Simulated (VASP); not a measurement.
A run of VASP 6.6.1:

INCAR

```
SYSTEM = Ti2C
  PREC = Accurate
  ENCUT = 600
  EDIFF = 1E-7
  ISMEAR = 0
  SIGMA = 0.1
  LREAL = .False.
  LASPH = .True.
  NELM = 100
  ALGO = Normal
  ISIF = 3
  LWAVE = .False.
  LCHARG = .False.
  GGA = PS
  IBRION = 2
  NSW = 100
  EDIFFG = -0.005
```

KPOINTS

```
Automatic mesh
0
Gamma
  15 15 15
  0 0 0
```

File POSCAR:

```
Ti2C
1.0
    1.5406981810      0.8895225095      4.8137698526
   -1.5406981810      0.8895225095      4.8137698526
    0.0000000000     -1.7790450190      4.8137698526
Ti C
2 1
Direct
    0.2454978300      0.2454978300      0.2454978300
    0.7545021700      0.7545021700      0.7545021700
    0.5000000000      0.5000000000      0.5000000000
```

Potentials or basis: VASP PAW PBE potentials, release 64 (Ti_sv, C).

Run with:

```console
$ cat potpaw_PBE.64/Ti_sv/POTCAR potpaw_PBE.64/C/POTCAR > POTCAR
$ mpirun -np 1 vasp_std > vasp.out
```

Hardware: 1 thread of Intel(R) Xeon(R) Platinum 8559C (Emerald Rapids), on a shared host.

Estimate the wall time of this run.

Run time: 39 min on 1 thread of Intel(R) Xeon(R) Platinum 8559C (Emerald Rapids) (shared host), peak memory 0.5 GiB. Counts: scf iterations 97, k points 344, ion steps 10.
